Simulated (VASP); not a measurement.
A run of VASP 6.6.1:

The input INCAR:

```
ALGO = Normal ; EDIFF = 1E-6
ENCUT = 520 ; GGA = PE
ISIF = 2 ; ISMEAR = 0
LASPH = True ; LCHARG = True
LELF = True ; LREAL = False
LVHAR = True ; LWAVE = False
NBANDS = 22 ; NELM = 60
PREC = Accurate ; SIGMA = 0.1
```

Contents of KPOINTS:

```
k-points
0
Gamma
  12 12 4
```

File POSCAR:

```
Al4N3
1.0
    3.1665322950      0.0000000000      0.0000000000
   -1.5832661475      2.7422974093      0.0000000000
    0.0000000000      0.0000000000     10.0467207956
Al N
4 3
Direct
    0.0000000000      0.0000000000      0.4945302566
    0.3333333333      0.6666666667      0.7543520182
    0.0000000000      0.0000000000      0.9846575902
    0.3333333333      0.6666666667      0.2403963580
    0.3333333333      0.6666666667      0.4332197249
    0.0000000000      0.0000000000      0.6880020609
    0.0000000000      0.0000000000      0.1798419912
```

Potentials or basis: VASP PAW PBE potentials, release 64 (Al, N).

Command:

```console
$ cat potpaw_PBE.64/Al/POTCAR potpaw_PBE.64/N/POTCAR > POTCAR
$ mpirun -np 1 vasp_std > vasp.out
```

Hardware: 1 thread of Intel(R) Xeon(R) 6975P-C (Granite Rapids), with other jobs on the host.

Task: How long does it take, and how much memory?

Result: It took 53 s on 1 thread of Intel(R) Xeon(R) 6975P-C (Granite Rapids), on a shared host, peak memory 0.25 GiB. Counts: scf iterations 14, k points 69.
